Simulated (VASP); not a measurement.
# ZrTi2C3: single point with PBE

The system is ZrTi2C3.

```
Zr Ti C
1.0
     3.40693    0.00000    0.00000
    -1.70346    2.95049    0.00000
     0.00000    0.00000    8.34524
Zr Ti C
1 2 3
Direct
  0.00000 0.00000 0.50000
  0.33333 0.66667 0.16667
  0.66667 0.33333 0.83333
  0.33333 0.66667 0.66667
  0.66667 0.33333 0.33333
  0.00000 0.00000 0.00000
```

```yaml
Program: VASP 6.6.1
Task: single point
Functional: PBE
Potentials_or_basis: VASP PAW PBE potentials, release 64 (Zr_sv, Ti_sv, C)
Cutoff: 520 eV
k_mesh: 6 × 6 × 2
Occupations: gaussian, width 0.1 eV
Spin: no spin polarisation
```

```json
{
 "Pressure": "-32.4 GPa",
 "Largest force": "0.823 eV/Å",
 "Band gap on the k mesh": "zero (bands 24 and 25 overlap by 0.72 eV)"
}
```

Forces in eV/Å, atoms in the order of the input:
```
Zr   0.000  0.000  0.000
Ti   0.000  0.000 -0.407
Ti   0.000  0.000  0.407
C    0.000  0.000  0.823
C    0.000  0.000 -0.823
C    0.000  0.000  0.000
```

Stress tensor (GPa, compression positive):
```
-31.68   0.00   0.00
  0.00 -31.68   0.00
  0.00   0.00 -33.78
```

Levels at points of the mesh, in eV from the Fermi level:
| k point | band 21 | band 22 | band 23 | band 24 | band 25 | band 26 | band 27 | band 28 |
| --- | --- | --- | --- | --- | --- | --- | --- | --- |
| (0.00, 0.00, 0.00) | -1.57 | 0.70 | 0.70 | 0.71 | 1.22 | 1.26 | 1.26 | 1.45 |
| (0.50, 0.00, 0.00) | -1.94 | -1.63 | -0.96 | -0.04 | -0.02 | 1.45 | 2.00 | 2.06 |
| (0.00, 0.00, 0.50) | -0.53 | -0.53 | -0.51 | -0.51 | 0.96 | 0.96 | 1.28 | 1.28 |
| (0.50, 0.00, 0.50) | -1.93 | -1.60 | -0.87 | -0.79 | 0.52 | 0.78 | 1.99 | 2.15 |

Wall time 85 s on 1 thread of Intel Xeon 8259CL (shared host), peak memory 0.23 GiB.

Caveat: the k points lie up to 0.38 Å⁻¹ apart, too coarse for converged energies and pressures of a metal.
